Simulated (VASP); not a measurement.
Mn:

```
Mn
1.0
     2.71235    0.00000    0.00000
    -1.35617    2.34896    0.00000
     0.00000    0.00000    8.74786
Mn
4
Direct
  0.00000 0.00000 0.00000
  0.00000 0.00000 0.50000
  0.33333 0.66667 0.75000
  0.66667 0.33333 0.25000
```

This isn't the form of Mn at room conditions, which is a 58-atom cubic cell.

```yaml
Program: VASP 6.6.1
Task: relaxation of cell and atoms
Functional: r2SCAN
Potentials_or_basis: VASP PAW PBE potentials, release 64 (Mn_pv)
Cutoff: 600 eV
k_mesh: 9 × 9 × 2
Occupations: gaussian, width 0.1 eV
Spin: collinear spin, ferromagnetic start
Starting_moments: "[3.95, 3.95, 3.93, 3.93] μB"
```

At the start: pressure 9.3 GPa; volume 13.93 Å³/atom.

**Question.** How do energy, volume and symmetry change on relaxing?

**Answer.** Over 7 steps the energy falls by 50.8 meV/atom and the volume is 15.52 Å³/atom (+11.4 %); space group P6_3/mmc (No. 194, to 0.1 Å) before and after; moment 15.35 μB per cell.

Step by step:
```
step  energy change (eV)  largest force (eV/Å)  pressure (GPa)  volume (Å³)
   1              0.0000                0.0000            9.28        55.73
   2             -0.1936                0.0000           -0.75        62.50
   3             -0.1954                0.0000            0.14        61.96
   4             -0.2024                0.0000           -0.43        62.35
   5             -0.2025                0.0000           -0.53        62.41
   6             -0.2030                0.0000            0.31        61.96
   7             -0.2031                0.0000            0.03        62.10
```

Final structure:
```
Mn
1.0
     2.82072    0.00000    0.00000
    -1.41036    2.44281    0.00000
     0.00000    0.00000    9.01235
Mn
4
Direct
  0.00000 0.00000 0.00000
  0.00000 0.00000 0.50000
  0.33333 0.66667 0.75000
  0.66667 0.33333 0.25000
```

Caveat: the PAW data sets were made with another functional, which shifts forces and pressure a little.
